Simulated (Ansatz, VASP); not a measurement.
**Two plane-wave programs on SrTiO3**

The input INCAR:

```
  ALGO = Normal
  EDIFF = 1E-6
  ENCUT = 520
  GGA = PS
  ISIF = 2
  ISMEAR = 0
  LASPH = T
  LCHARG = F
  LREAL = F
  LWAVE = F
  NBANDS = 28
  NELM = 80
  PREC = Accurate
  SIGMA = 0.05
```

KPOINTS

```
k-points
0
Gamma
  8 8 8
```

File POSCAR:

```
SrTiO3
1.0
    3.8911201355      0.0000000000      0.0000000000
    0.0000000000      3.8911201355      0.0000000000
    0.0000000000      0.0000000000      3.8911201355
Sr Ti O
1 1 3
Direct
    0.0000000000      0.0181723194      0.0181723194
    0.5000000000      0.5000000000      0.5000000000
    0.0000000000      0.5000000000      0.5000000000
    0.5000000000      0.0000000000      0.5000000000
    0.5000000000      0.5000000000      0.0000000000
```

Input for Ansatz:

```yaml
crystal:
  lattice:
    - [3.8911201355, 0.0, 0.0]
    - [0.0, 3.8911201355, 0.0]
    - [0.0, 0.0, 3.8911201355]
  atoms:
    - { symbol: Sr, position: [0.0, 0.0181723194, 0.0181723194] }
    - { symbol: Ti, position: [0.5, 0.5, 0.5] }
    - { symbol: O, position: [0.0, 0.5, 0.5] }
    - { symbol: O, position: [0.5, 0.0, 0.5] }
    - { symbol: O, position: [0.5, 0.5, 0.0] }
basis:
  ecutwfc: 420
kpoints:
  mp_grid: { grid: [8, 8, 8] }
hamiltonian:
  xc: pbesol
scf:
  occupations: { method: gaussian, width: 0.05 }
output:
  forces: true
  stress: true
  eigenvalues: true
```

Change from the starting cell: all Sr atoms moved -0.100 Å, as atom 1 towards its neighbour atom 3 (O) at 2.751 Å.

Alike in both runs: task single point; functional PBEsol; k mesh 8 × 8 × 8; occupations gaussian, width 0.05 eV; no spin polarisation.

|  | VASP | Ansatz |
| --- | --- | --- |
| version | VASP 6.6.1 | Ansatz 0.2.0 |
| potentials or method | VASP PAW PBE potentials, release 64 (Sr_sv, Ti_sv, O), cutoff 520 eV | scalar-relativistic, plane waves, PAW |
| valence electrons in the cell | 40 | 40 |

```tsv
	VASP	Ansatz	Ansatz less VASP
gap on the k mesh at the Fermi level (eV)	1.82	1.85	+0.032
least direct gap on the mesh (eV)	2.17	2.19	+0.021
pressure (GPa)	0.9	0.2	-0.68
traceless stress, the component that is largest in VASP (GPa)	0.28	0.27	-0.006
rms of the force components (eV/Å)	0.129	0.126	-0.0034
```

VASP's potentials were made for PBE, not for PBEsol. Atom by atom the forces differ by 0.005 eV/Å (rms over components). The functional is the same, so the differences come from potentials, cutoffs and numerics.
